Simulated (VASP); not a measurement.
# NbGaSe3 (P6/mmm) in VASP: relaxation of cell and atoms with PBE

Aim: the relaxation of cell and atoms of NbGaSe3 with PBE.

Everything below comes from runs of VASP 6.6.1. Logs are shortened: lines on timing, memory, paths and dates and some standing lists are left out, and cuts for length are marked.

## 1. The cell of the first run

It takes space group P6/mmm (No. 191, hexagonal). The conventional cell has a = 5.254 Å, b = 5.254 Å, c = 5.348 Å, α = 90.00°, β = 90.00°, γ = 120.00°. Nb (site symmetry 6/mmm) has 2 Ga at 2.67 Å within 3.5 Å. Ga (site symmetry 6/mmm) has 6 Se at 2.63 Å and 2 Nb at 2.67 Å within 3.5 Å. Within 3.5 Å of Se (site symmetry mmm) lie 4 Se at 2.63 Å and 2 Ga at 2.63 Å.

## 2. Relaxation of cell and atoms, PBE, collinear spin, ferrimagnetic start

INCAR

```
SYSTEM = NbGaSe3
PREC = Accurate
ENCUT = 600
EDIFF = 1E-7
ISMEAR = 0
SIGMA = 0.1
LREAL = .False.
LASPH = .True.
NELM = 150
ALGO = Normal
ISIF = 3
LWAVE = .False.
LCHARG = .False.
ISPIN = 2
MAGMOM = 1.88 0.03 -0.13 -0.13 -0.13
LORBIT = 11
LMAXMIX = 4
GGA = PE
IBRION = 2
NSW = 90
EDIFFG = -0.04
```

KPOINTS

```
Automatic mesh
0
Gamma
  6 6 4
  0 0 0
```

POSCAR

```
NbGaSe3
1.0
    5.2535277700      0.0000000000      0.0000000000
   -2.6267638900      4.5496885100      0.0000000000
    0.0000000000      0.0000000000      5.3482305700
Nb Ga Se
1 1 3
Direct
    0.0000000000      0.0000000000      0.5000000000
    0.0000000000      0.0000000000      0.0000000000
    0.5000000000      0.0000000000      0.0000000000
    0.0000000000      0.5000000000      0.0000000000
    0.5000000000      0.5000000000      0.0000000000
```

Potentials or basis: VASP PAW PBE potentials, release 64 (Nb_sv, Ga_d, Se).

On the command line:

```
cat potpaw_PBE.64/Nb_sv/POTCAR potpaw_PBE.64/Ga_d/POTCAR potpaw_PBE.64/Se/POTCAR > POTCAR
mpirun -np 1 vasp_std > vasp.out
```

OUTCAR:

```text
SYSTEM = NbGaSe3
   PREC = Accurate
   ENCUT = 600
   EDIFF = 1E-7
   ISMEAR = 0
   LREAL = .False.
   LASPH = .True.
   NELM = 150
   ISIF = 3
   ISPIN = 2
   LORBIT = 11
   GGA = PE
   IBRION = 2
   NSW = 90
   EDIFFG = -0.04

 ion  position               nearest neighbor table
   1  0.000  0.000  0.500-   2 2.67   2 2.67
   2  0.000  0.000  0.000-   5 2.63   5 2.63   3 2.63   3 2.63   4 2.63   4 2.63   1 2.67   1 2.67

   3  0.500  0.000  0.000-   4 2.63   4 2.63   2 2.63   2 2.63   5 2.63   5 2.63
   4  0.000  0.500  0.000-   3 2.63   3 2.63   5 2.63   5 2.63   2 2.63   2 2.63
   5  0.500  0.500  0.000-   2 2.63   2 2.63   4 2.63   4 2.63   3 2.63   3 2.63

  LATTYP: Found a hexagonal cell.
 ALAT       =     5.2535277700
 C/A-ratio  =     1.0180265155

  Lattice vectors:

 A1 = (   5.2535277700,   0.0000000000,   0.0000000000)
 A2 = (  -2.6267638900,   4.5496885100,   0.0000000000)
 A3 = (   0.0000000000,   0.0000000000,   5.3482305700)

Analysis of symmetry for initial positions (statically):
=====================================================================
 Subroutine PRICEL returns:
 Original cell was already a primitive cell.

 Routine SETGRP: Setting up the symmetry group for a
 hexagonal supercell.

 Subroutine GETGRP returns: Found 24 space group operations
 (whereof 24 operations were pure point group operations)
 out of a pool of 24 trial point group operations.

The static configuration has the point symmetry D_6h.

Analysis of symmetry for dynamics (positions and initial velocities):
=====================================================================
 Subroutine PRICEL returns:
 Original cell was already a primitive cell.

 Routine SETGRP: Setting up the symmetry group for a
 hexagonal supercell.

 Subroutine GETGRP returns: Found 24 space group operations
 (whereof 24 operations were pure point group operations)
 out of a pool of 24 trial point group operations.

The dynamic configuration has the point symmetry D_6h.

Analysis of structural, dynamic, and magnetic symmetry:
=====================================================================
 Subroutine PRICEL returns:
 Original cell was already a primitive cell.

 Routine SETGRP: Setting up the symmetry group for a
 hexagonal supercell.

 Subroutine GETGRP returns: Found 24 space group operations
 (whereof 24 operations were pure point group operations)
 out of a pool of 24 trial point group operations.

The overall configuration has the point symmetry D_6h.

 Subroutine INISYM returns: Found 24 space group operations
 (whereof 24 operations are pure point group operations),
 and found     1 'primitive' translations

----------------------------------------------------------------------------------------

                                     Primitive cell

  volume of cell :     127.8330

  direct lattice vectors                    reciprocal lattice vectors
     5.253527770  0.000000000  0.000000000     0.190348285  0.109897634  0.000000000
    -2.626763890  4.549688510  0.000000000     0.000000000  0.219795267  0.000000000
     0.000000000  0.000000000  5.348230570     0.000000000  0.000000000  0.186977728

  length of vectors
     5.253527770  5.253527774  5.348230570     0.219795267  0.219795267  0.186977728

  position of ions in fractional coordinates (direct lattice)
     0.000000000  0.000000000  0.500000000
     0.000000000  0.000000000  0.000000000
     0.500000000  0.000000000  0.000000000
     0.000000000  0.500000000  0.000000000
     0.500000000  0.500000000  0.000000000

  ion indices of the primitive-cell ions
   primitive index   ion index
                 1           1
                 2           2
                 3           3
                 4           4
                 5           5

----------------------------------------------------------------------------------------

 KPOINTS: Automatic mesh

Automatic generation of k-mesh.
 Grid dimensions read from file:
 generate k-points for:    6    6    4

 Generating k-lattice:

  Cartesian coordinates                     Fractional coordinates (reciprocal lattice)
     0.031724714  0.018316272  0.000000000     0.166666667 -0.000000000  0.000000000
     0.000000000  0.036632544  0.000000000     0.000000000  0.166666667  0.000000000
     0.000000000  0.000000000  0.046744432     0.000000000  0.000000000  0.250000000

  Length of vectors
     0.036632544  0.036632544  0.046744432

  Shift w.r.t. Gamma in fractional coordinates (k-lattice)
     0.000000000  0.000000000  0.000000000

 Subroutine IBZKPT returns following result:
 ===========================================

 Found     21 irreducible k-points:

 Following reciprocal coordinates:
            Coordinates               Weight
  0.000000  0.000000  0.000000      1.000000
  0.166667  0.000000  0.000000      6.000000
  0.333333  0.000000  0.000000      6.000000
  0.500000 -0.000000  0.000000      3.000000
  0.166667  0.166667  0.000000      6.000000
  0.333333  0.166667  0.000000     12.000000
[... 13 lines left out ...]
  0.333333  0.166667  0.500000     12.000000
  0.333333  0.333333  0.500000      2.000000
   k-points           NKPTS =     21   k-points in BZ     NKDIM =     21   number of bands    NBANDS=     27
   number of dos      NEDOS =    301   number of ions     NIONS =      5
   total plane-waves  NPLWV =  84672
   dimension x,y,z NGX =    42 NGY =   42 NGZ =   48
   dimension x,y,z NGXF=    84 NGYF=   84 NGZF=   96
   ions per type =               1   1   3
   NGX,Y,Z   is equivalent  to a cutoff of  13.29, 13.29, 14.92 a.u.
   NGXF,Y,Z  is equivalent  to a cutoff of  26.58, 26.58, 29.84 a.u.
 SYSTEM =  NbGaSe3
   PREC   = accura    normal or accurate (medium, high low for compatibility)
   ISTART =      0    job   : 0-new  1-cont  2-samecut
   ICHARG =      2    charge: 1-file 2-atom 10-const
   ISPIN  =      2    spin polarized calculation?
   LNONCOLLINEAR =      F non collinear calculations
   LSORBIT =      F    spin-orbit coupling
   LASPH  =      T    aspherical Exc in radial PAW
   ENCUT  =  600.0 eV  44.10 Ry    6.64 a.u.  10.49 10.49 10.68*2*pi/ulx,y,z
   NELM   =    150;   NELMIN=  2; NELMDL= -5     # of ELM steps
   EDIFF  = 0.1E-06   stopping-criterion for ELM
   LREAL  =      F    real-space projection
   EDIFFG = -.4E-01   stopping-criterion for IOM
   NSW    =     90    number of steps for IOM
   IBRION =      2    ionic relax: 0-MD 1-quasi-New 2-CG
   NFREE  =      1    steps in history (QN), initial steepest desc. (CG)
   ISIF   =      3    stress and relaxation
   ISYM   =      2    0-nonsym 1-usesym 2-fastsym
   POTIM  = 0.5000    time-step for ionic-motion
   TEBEG  =    0.0;   TEEND  =   0.0 temperature during run
   PSTRESS=    0.0 pullay stress
   NELECT =      44.0000    total number of electrons
   NUPDOWN=      -1.0000    fix difference up-down
   EMIN   =  10.00;   EMAX   =-10.00  energy-range for DOS
   EFERMI =   0.00;   METHOD = LEGACY
   ISMEAR =     0;   SIGMA  =   0.10  broadening in eV -4-tet -1-fermi 0-gaus
   EFERMI_NEDOS =   21; number of points for ismear=-14 and -15
   IALGO  =     38    algorithm
   IMIX   =      4    mixing-type and parameters
     AMIX     =   0.40;   BMIX     =  1.00
     AMIX_MAG =   1.60;   BMIX_MAG =  1.00
  volume/ion in A,a.u.               =      25.57       172.53
  Fermi-wavevector in a.u.,A,eV,Ry     =   1.147303  2.168088 17.909405  1.316304
  Thomas-Fermi vector in A             =   2.283983
   LORBIT       =     11    0 simple, 1 ext, 2 COOP (PROOUT), +10 PAW based schemes
   GGA     = PE    functional components
   LHFCALC =     F    Hartree Fock is set to
   AEXX    =    0.0000 exact exchange contribution
   IVDW    =     0    specifies the selected vdW correction
   LEPSILON=     F    determine dielectric tensor
   LRPA    =     F    only Hartree local field effects (RPA)
 conjugate gradient relaxation of ions
 spin polarized calculation
 Gauss-broadening in eV      SIGMA  =   0.10
  energy-cutoff  :      600.00
  volume of cell :      127.83
 maximum number of plane-waves:      4282
 NGX is ok and might be reduce to    42
   NGX = 21   NGY = 21   NGZ = 21

--------------------------------------- Ionic step        1  -------------------------------------------

 number of electron      44.0000001 magnetization       2.6292379

 Free energy of the ion-electron system (eV)
  ---------------------------------------------------
  ext. energy  EPLUGINS =         0.00000000
  ---------------------------------------------------
  free energy    TOTEN  =       -17.45536847 eV

  energy without entropy =      -17.42814930  energy(sigma->0) =      -17.44175889

------------------------ aborting loop because EDIFF is reached ----------------------------------------

  FORCE on cell =-STRESS in cart. coord.  units (eV):
  Direction    XX          YY          ZZ          XY          YZ          ZX
  --------------------------------------------------------------------------------------
  -------------------------------------------------------------------------------------
  Total       14.4698917     14.4698917     -4.5822897     -0.0000000     -0.0000000     -0.0000000
  in kB      181.3564659    181.3564661    -57.4315199     -0.0000002     -0.0000000     -0.0000000
  external PRESSURE =     101.7604707 kB  Pullay stress =       0.0000000 kB
[... 260 lines left out ...]
  energy  without entropy=      -18.6398172054  energy(sigma->0) =      -18.65415109

--------------------------------------- Ionic step        8  -------------------------------------------

 number of electron      44.0000002 magnetization       2.5381283

 Free energy of the ion-electron system (eV)
  ---------------------------------------------------
  ext. energy  EPLUGINS =         0.00000000
  ---------------------------------------------------
  free energy    TOTEN  =       -18.66926721 eV

  energy without entropy =      -18.64071653  energy(sigma->0) =      -18.65499187

 E-fermi :   3.3071     XC(G=0):  -8.8054

 val. band max:        3.2866115287   @ k =   0.1667   0.1667   0.0000
 cond. band min:       3.3190957716   @ k =   0.5000  -0.0000   0.0000
 fundamental gap:      0.0324842428
 Fermi energy:         3.3070872908

 spin component 1

 k-point     1 :       0.0000    0.0000    0.0000
  band No.  band energies     occupation
      1     -52.4776      1.00000
      2     -28.7184      1.00000
      3     -28.7184      1.00000
      4     -28.5856      1.00000
      5     -11.7274      1.00000
      6     -11.4640      1.00000
[... 619 lines left out ...]
     26       3.6783      0.00000
     27       4.2070      0.00000
 Fermi energy:         3.3070872908

 spin component 2

 k-point     1 :       0.0000    0.0000    0.0000
  band No.  band energies     occupation
      1     -51.1134      1.00000
      2     -27.2736      1.00000
      3     -27.0228      1.00000
      4     -27.0228      1.00000
      5     -11.7881      1.00000
      6     -11.4654      1.00000
[... 651 lines left out ...]
  FREE ENERGIE OF THE ION-ELECTRON SYSTEM (eV)
  ---------------------------------------------------
  free  energy   TOTEN  =       -18.6692672092 eV

  energy  without entropy=      -18.6407165329  energy(sigma->0) =      -18.65499187

 reached required accuracy - stopping structural energy minimisation

 total charge

# of ion       s       p       d       tot
------------------------------------------
    1        2.115   5.905   2.630  10.649
    2        1.037   0.655   9.993  11.685
    3        1.530   2.101   0.044   3.675
    4        1.530   2.101   0.044   3.675
    5        1.530   2.101   0.044   3.675
--------------------------------------------------
tot          7.741  12.862  12.756  33.359

 magnetization (x)

# of ion       s       p       d       tot
------------------------------------------
    1        0.034   0.018   1.959   2.010
    2       -0.021   0.042   0.014   0.034
    3        0.001  -0.105   0.001  -0.103
    4        0.001  -0.105   0.001  -0.103
    5        0.001  -0.105   0.001  -0.103
--------------------------------------------------
tot          0.016  -0.255   1.975   1.735
```

Run time: 31 min. Hardware: 1 thread of Intel Xeon Platinum 8259CL at 2.50GHz (Skylake/Cascade Lake), shared host; peak memory 0.45 GiB.

What came out:

| Item | Value |
| --- | --- |
| Free energy | -18.6693 eV |
| Relaxed volume | 28.64 Å³/atom |
| Relaxed cell | a = 5.699 Å, b = 5.699 Å, c = 5.090 Å, α = 90.00°, β = 90.00°, γ = 120.00° |
| Space group after relaxing (to 0.05 Å) | P6/mmm (No. 191) |
| Energy gained by relaxing | 242.8 meV/atom |
| Ionic steps | 8 |
| Pressure after relaxing | 0.0 GPa |
| Net moment | 2.54 μB per cell |
| Site moments | Nb +2.01; Ga +0.03; Se -0.10 μB |
| Valence electrons inside the program's atomic spheres | Nb 10.65; Ga 11.69; Se 3.67 |

The path:
| step | energy change (eV) | largest force (eV/Å) | pressure (GPa) | volume (Å³) |
| --- | --- | --- | --- | --- |
| 1 | 0.0000 | 0.0000 | 10.18 | 127.83 |
| 2 | -0.3537 | 0.0000 | -4.65 | 158.68 |
| 3 | -1.1268 | 0.0000 | 0.98 | 142.17 |
| 4 | -1.1889 | 0.0000 | -1.30 | 148.35 |
| 5 | -1.1919 | 0.0000 | -0.95 | 147.26 |
| 6 | -1.1916 | 0.0000 | -0.82 | 146.86 |
| 7 | -1.2131 | 0.0000 | -0.17 | 143.83 |
| 8 | -1.2139 | 0.0000 | -0.02 | 143.18 |

Final structure:
```cif
data_structure
_symmetry_space_group_name_H-M 'P 1'
_symmetry_Int_Tables_number 1
_cell_length_a 5.6993
_cell_length_b 5.6993
_cell_length_c 5.0900
_cell_angle_alpha 90.000
_cell_angle_beta 90.000
_cell_angle_gamma 120.000
_cell_volume 143.18
loop_
_atom_site_label
_atom_site_type_symbol
_atom_site_fract_x
_atom_site_fract_y
_atom_site_fract_z
_atom_site_occupancy
Nb1 Nb 0.00000 0.00000 0.50000 1
Ga1 Ga 0.00000 0.00000 0.00000 1
Se1 Se 0.50000 0.00000 0.00000 1
Se2 Se 0.00000 0.50000 0.00000 1
Se3 Se 0.50000 0.50000 0.00000 1
```
